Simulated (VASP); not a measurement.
Runs of VASP 6.6.1 on Ta. The structure is that of space group Im-3m (No. 229), or close to it. The cells are those of the table. 

| cell | gap on the mesh (eV) | pressure (GPa) |
| --- | --- | --- |
| a = 2.759 Å, angles 109.5°, 1 atom | none | (b) |
| a = 2.989 Å, angles 109.5°, 1 atom | none | -18.3 |
| a = 3.104 Å, angles 109.5°, 1 atom | none | -28.8 |
| a = 2.683 Å, angles 110.6, 110.6, 107.2°, 1 atom | none | 60.5 |
| a = 2.721 Å, angles 108.3, 108.3, 111.8°, 1 atom | none | (a) |
| a = 2.644 Å, angles 109.5°, 1 atom | none | 78.7 |

Alike in all rows: task single point; level PBE; potentials or basis VASP PAW PBE potentials, release 64 (Ta_pv); no spin polarisation; k mesh 26 × 26 × 26; cutoff (eV) 520; smearing gaussian 0.15 eV.

Question: Fill in the values left out.

Answer: (a) 44.5; (b) 30.5.

Caveats: spin-orbit coupling is left out, which moves the levels of the heavy elements; the cell stands under pressure (at least some runs); the cell stands under tension (at least some runs); the stress differs along the axes, from 55 to 63 GPa (at least some runs); the stress differs along the axes, from 42 to 49 GPa (at least some runs).

A k mesh can miss the band edges, and the runs leave out spin-orbit coupling on Ta.

A gap of «none» marks levels without a gap at the run's occupations.
